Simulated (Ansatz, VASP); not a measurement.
LuSc in VASP and in Ansatz

```
Lu Sc
1.0
     5.31339    0.00000    0.00000
     0.00000    3.42964    0.00000
     0.00000    0.00000    5.91168
Lu Sc
2 2
Direct
  0.75000 0.00000 0.32762
  0.25000 0.00000 0.67238
  0.25000 0.50000 0.16431
  0.75000 0.50000 0.83569
```

Change from the starting cell: species swapped into the CaZn type (Pmma, No. 51).

Alike in both runs: functional PBE; k mesh 4 × 5 × 4; occupations gaussian, width 0.2 eV; no spin polarisation.

Ansatz relaxed the structure, and its values are those at the end. VASP's run is a single point on that final structure, the one shown.

|  | VASP | Ansatz |
| --- | --- | --- |
| version | VASP 6.6.1 | Ansatz 0.2.0 |
| potentials or method | VASP PAW PBE potentials, release 64 (Lu, Sc_sv), cutoff 520 eV | scalar-relativistic, plane waves, PAW |
| valence electrons in the cell | 72 | 72 |

|  | VASP | Ansatz | Ansatz less VASP |
| --- | --- | --- | --- |
| gap on the k mesh at the Fermi level (eV) | none | none | - |
| pressure (GPa) | -0.1 | -0.2 | -0.10 |
| rms of the force components (eV/Å) | 0.008 | 0.010 | +0.0014 |

A gap of «none» marks a metal or a gap that the smearing closes. With one functional, cell and mesh, what is left measures potentials, basis and numerics.

The k mesh is coarse, so the values compare programs but aren't converged. Neither program's run includes spin-orbit coupling.
